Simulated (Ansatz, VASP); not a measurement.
**Two plane-wave programs on NaHF2**

```
CELL_PARAMETERS angstrom
1.63390 0.94333 3.58223
-1.63390 0.94333 3.58223
0.00000 -1.88667 3.58223
ATOMIC_POSITIONS crystal
Na 0.00000 0.00000 0.00000
H 0.50000 0.50000 0.50000
F 0.41688 0.41688 0.41688
F 0.58312 0.58312 0.58312
```

Alike in both runs: task single point; functional PBEsol; dispersion D3(BJ); k mesh 9 × 9 × 9; occupations gaussian, width 0.05 eV; no spin polarisation.

|  | VASP | Ansatz |
| --- | --- | --- |
| version | VASP 6.6.1 | Ansatz 0.2.0 |
| potentials or method | VASP PAW PBE potentials, release 64 (Na_pv, H, F), cutoff 520 eV | scalar-relativistic, plane waves, PAW |
| valence electrons in the cell | 22 | 24 |

```tsv
	VASP	Ansatz	Ansatz less VASP
gap on the k mesh at the Fermi level (eV)	6.79	6.81	+0.012
least direct gap on the mesh (eV)	6.79	6.81	+0.012
rms of the force components (eV/Å)	6.782	6.481	-0.3011
```

VASP's potentials were made for PBE, not for PBEsol. Atom by atom the forces differ by 0.301 eV/Å (rms over components). VASP's potentials hold 22 valence electrons a cell and Ansatz's 24, so a difference there can come from the potentials and not from the codes.
